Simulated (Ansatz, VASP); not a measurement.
# One calculation of TiO2, two programs

The input INCAR:

```
SYSTEM = TiO2
PREC = Accurate ; ENCUT = 520
EDIFF = 1E-7 ; ISMEAR = 0
SIGMA = 0.05 ; LREAL = .FALSE.
LASPH = .TRUE. ; NELM = 150
ALGO = Normal ; ISIF = 2
LWAVE = .FALSE. ; LCHARG = .TRUE.
LMAXMIX = 4 ; LDAU = .TRUE.
LDAUTYPE = 2 ; LDAUL = 2 -1
LDAUU = 4 0 ; LDAUJ = 0 0
LDAUPRINT = 1 ; GGA = PE
IVDW = 12 ; LELF = .TRUE.
LVHAR = .TRUE. ; NBANDS = 19
```

Contents of KPOINTS:

```
regular mesh
0
G
  9 9 9
  0 0 0
```

File POSCAR:

```
TiO2
1.0
    1.4338500000      0.8278336835      4.5427333333
   -1.4338500000      0.8278336835      4.5427333333
    0.0000000000     -1.6556673670      4.5427333333
Ti O
1 2
Direct
    0.0000000000      0.0000000000      0.0000000000
    0.6017580785      0.6017580785      0.6017580785
    0.3982419215      0.3982419215      0.3982419215
```

Input for Ansatz:

```yaml
crystal:
  lattice:
    - [1.43385, 0.8278336835, 4.5427333333]
    - [-1.43385, 0.8278336835, 4.5427333333]
    - [0.0, -1.655667367, 4.5427333333]
  atoms:
    - { symbol: Ti, position: [0.0, 0.0, 0.0] }
    - { symbol: O, position: [0.6017580785, 0.6017580785, 0.6017580785] }
    - { symbol: O, position: [0.3982419215, 0.3982419215, 0.3982419215] }
basis:
  ecutwfc: 520.0
kpoints:
  mp_grid: { grid: [9, 9, 9] }
hamiltonian:
  xc: pbe
  pseudopotentials: { kind: paw, azcp: { folder: soft_1 } }
  dispersion: d3bj
  hubbard: { sites: [{ species: Ti, l: d, u_eff: 4.0 }] }
scf:
  occupations: { method: gaussian, width: 0.05 }
output:
  forces: true
  stress: true
  eigenvalues: true
```

Alike in both runs: task single point; functional PBE; dispersion D3(BJ); k mesh 9 × 9 × 9; occupations gaussian, width 0.05 eV; no spin polarisation; Hubbard terms Ti d U = 4.0 eV.

```csv
,VASP,Ansatz
version,VASP 6.6.1,Ansatz 0.2.0
potentials or method,"VASP PAW PBE potentials, release 64 (Ti_sv, O), cutoff 520 eV","scalar-relativistic, plane waves, PAW"
valence electrons in the cell,24,24
```

|  | VASP | Ansatz | Ansatz less VASP |
| --- | --- | --- | --- |
| gap on the k mesh at the Fermi level (eV) | 3.46 | 3.35 | -0.109 |
| least direct gap on the mesh (eV) | 3.93 | 3.81 | -0.123 |
| rms of the force components (eV/Å) | 1.686 | 1.445 | -0.2418 |

The programs project onto different local orbitals, so the same U acts differently, and such runs can settle in different states. Atom by atom the forces differ by 0.242 eV/Å (rms over components).
